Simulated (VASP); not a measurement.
Set up this calculation in VASP 6.6.1, as the native input.

```yaml
Task: single point
Functional: RPBE
Dispersion: D4
Potentials_or_basis: VASP PAW PBE potentials, release 64 (Mo_sv, S)
Cutoff: 520 eV
k_mesh: 10 × 10 × 3
Occupations: fermi-dirac, width 0.05 eV
Spin: no spin polarisation
Dipole_correction: no
Further_INCAR_settings: ALGO = Normal; EDIFF = 1e-07; NBANDS = 35
```

The structure of MoS2 lies in POSCAR:

```
MoS2
1.0
    3.1690000000      0.0000000000      0.0000000000
   -1.5845000000      2.7444345046      0.0000000000
    0.0000000000      0.0000000000     12.3240000000
Mo S
2 4
Direct
    0.6666666667      0.3333333333      0.7500000000
    0.3333333333      0.6666666667      0.2500000000
    0.6666666667      0.3333333333      0.3770000000
    0.3333333333      0.6666666667      0.8770000000
    0.6666666667      0.3333333333      0.1230000000
    0.3333333333      0.6666666667      0.6230000000
```

These files were run (other wordings do the same):

INCAR

```
PREC     = Accurate       # precision mode
ENCUT    = 520            # plane-wave cutoff, eV
EDIFF    = 1E-7           # SCF threshold, eV
ISMEAR   = -1             # smearing method
SIGMA    = 0.05           # smearing width, eV
LREAL    = False          # projectors in reciprocal space
LASPH    = True           # aspherical terms in the spheres
NELM     = 60             # most SCF steps
ALGO     = Normal         # electronic algorithm
ISIF     = 2              # what is computed and relaxed
LWAVE    = False          # write WAVECAR
LCHARG   = False          # write CHGCAR
GGA      = RP             # functional
IVDW     = 13             # dispersion correction
NBANDS   = 35             # bands
```

KPOINTS

```
Automatic mesh
0
Gamma
  10 10 3
```

Potentials or basis: VASP PAW PBE potentials, release 64 (Mo_sv, S).

Run with:

```console
$ cat potpaw_PBE.64/Mo_sv/POTCAR potpaw_PBE.64/S/POTCAR > POTCAR
$ mpirun -np 1 vasp_std > vasp.out
```

It gave:

```yaml
Pressure: -3.6 GPa
Largest_force: 0.072 eV/Å
Band_gap_on_the_k_mesh: 0.99 eV, indirect (least direct gap 1.87 eV)
Dispersion_energy_per_atom: -0.872 eV
```

Caveat: the PAW data sets were made with another functional, which shifts forces and pressure a little.

Run time: 42 s on 1 thread of Intel(R) Xeon(R) 6975P-C (Granite Rapids), with other jobs on the host, peak memory 0.26 GiB.
